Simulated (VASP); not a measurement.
Wanted: the native input for a VASP 6.6.1 run.

| Property | Result |
| --- | --- |
| Task | single point |
| Functional | PBE |
| Potentials or basis | VASP PAW PBE potentials, release 64 (Rh_pv) |
| Cutoff | 520 eV |
| k mesh | 24 × 24 × 24 |
| Occupations | gaussian, width 0.15 eV |
| Spin | no spin polarisation |
| Dipole correction | no |
| Further INCAR settings | ALGO = Fast; EDIFF = 1e-06; NBANDS = 14 |

The structure of Rh lies in POSCAR:

```
Rh
1.0
   -0.0909117911      1.8571980184      1.8571980184
    1.8571980184     -0.0909117911      1.8571980184
    1.8571980184      1.8571980184     -0.0909117911
Rh
1
Direct
    0.0000000000      0.0000000000      0.0000000000
```

This cell differs from its parent crystal: ratio of the length along [111] to the lengths across it x 0.93, volume and fractional coordinates fixed.

These files were run (other wordings do the same):

INCAR

```
SYSTEM = Rh
PREC = Accurate
ENCUT = 520
EDIFF = 1E-6
ISMEAR = 0
SIGMA = 0.15
LREAL = .False.
LASPH = .True.
NELM = 60
ALGO = Fast
ISIF = 2
LWAVE = .False.
LCHARG = .False.
GGA = PE
NBANDS = 14
```

KPOINTS

```
Automatic mesh
0
Gamma
  24 24 24
  0 0 0
```

Potentials or basis: VASP PAW PBE potentials, release 64 (Rh_pv).

The run is started by

```sh
$ cat potpaw_PBE.64/Rh_pv/POTCAR > POTCAR
$ mpirun -np 1 vasp_std > vasp.out
```

It gave:

| Item | Value |
| --- | --- |
| Pressure | 7.7 GPa |

It took 2.6 min on 1 thread of AMD EPYC 7R13 Processor (Zen 3), with other jobs on the host, peak memory 0.29 GiB.
